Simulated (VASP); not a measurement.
## HfB: single point with PBE

Crystal: HfB.

```xyz
2
Lattice="0.0000 2.3100 2.3100 2.3100 0.0000 2.3100 2.3100 2.3100 0.0000" Properties=species:S:1:pos:R:3 pbc="T T T"
Hf    2.3100    2.3100    2.3100
B     0.0000    0.0000    0.1000
```

This cell differs from its parent crystal: all B atoms moved -0.100 Å, as atom 2 towards its neighbour atom 1 (Hf) at 2.310 Å.

```json
{
  "Program": "VASP 6.6.1",
  "Task": "single point",
  "Functional": "PBE",
  "Potentials or basis": "VASP PAW PBE potentials, release 64 (Hf_pv, B)",
  "Cutoff": "520 eV",
  "k mesh": "18 × 18 × 18",
  "Occupations": "gaussian, width 0.15 eV",
  "Spin": "no spin polarisation"
}
```

The pressure is 31.4 GPa, the largest force is 1.183 eV/Å and the band gap on the k mesh is zero (an odd number of electrons rules out a gap without spin polarisation).

Forces in eV/Å, atoms in the order of the input:
```
Hf   0.000  0.000  1.183
B    0.000  0.000 -1.183
```

Stress tensor (GPa, compression positive):
```
30.28  0.00  0.00
 0.00 30.28  0.00
 0.00  0.00 33.67
```

Levels at points of the mesh, in eV from the Fermi level:
```tsv
k point	band 5	band 6	band 7	band 8	band 9	band 10
(0.00, 0.00, 0.00)	1.99	1.99	2.20	3.26	4.17	4.17
(0.50, 0.00, 0.00)	-4.05	-1.37	-1.36	6.49	6.53	7.58
(0.50, 0.50, 0.00)	-1.11	-0.89	2.36	2.36	6.26	7.89
(0.00, 0.50, 0.50)	-1.22	-0.92	2.33	2.50	6.30	7.89
```

Run time: 2.6 min on 1 thread of Intel Xeon 8259CL, with other jobs on the host, peak memory 0.29 GiB.

Caveat: the cell differs from its parent crystal (all B atoms moved -0.100 Å, as atom 2 towards its neighbour atom 1 (Hf) at 2.310 Å); the cell stands under pressure; spin-orbit coupling is left out, which moves the levels of the heavy elements; forces of over 1 eV/Å act on the atoms, so gaps and moduli don't describe the material at rest.
